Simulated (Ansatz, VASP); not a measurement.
## Ga3N4 in VASP and in Ansatz

```xyz
7
Lattice="4.5707 0.0000 0.0000 0.0000 4.5707 0.0000 0.0000 0.0000 4.5707" Properties=species:S:1:pos:R:3 pbc="T T T"
Ga    0.0000    0.0000    2.2853
Ga    2.2853    0.0000    0.0000
Ga    0.0000    2.2853    0.0000
N     1.0523    3.5184    1.0523
N     3.5184    1.0523    1.0523
N     1.0523    1.0523    3.5184
N     3.5184    3.5184    3.5184
```

Change from the starting cell: species swapped into the Sn3As4 type (P-43m, No. 215).

Alike in both runs: functional PBE; k mesh 8 × 8 × 8; occupations gaussian, width 0.1 eV; no spin polarisation.

Ansatz relaxed the structure, and its values are those at the end. VASP's run is a single point on that final structure, the one shown.

|  | VASP | Ansatz |
| --- | --- | --- |
| version | VASP 6.6.1 | Ansatz 0.2.0 |
| potentials or method | VASP PAW PBE potentials, release 64 (Ga_d, N), cutoff 520 eV | scalar-relativistic, plane waves, PAW |
| valence electrons in the cell | 59 | 59 |

```tsv
	VASP	Ansatz	Ansatz less VASP
gap on the k mesh at the Fermi level (eV)	none	none	-
pressure (GPa)	-0.1	0.0	+0.04
```

A gap of «none» marks a metal or a gap that the smearing closes.
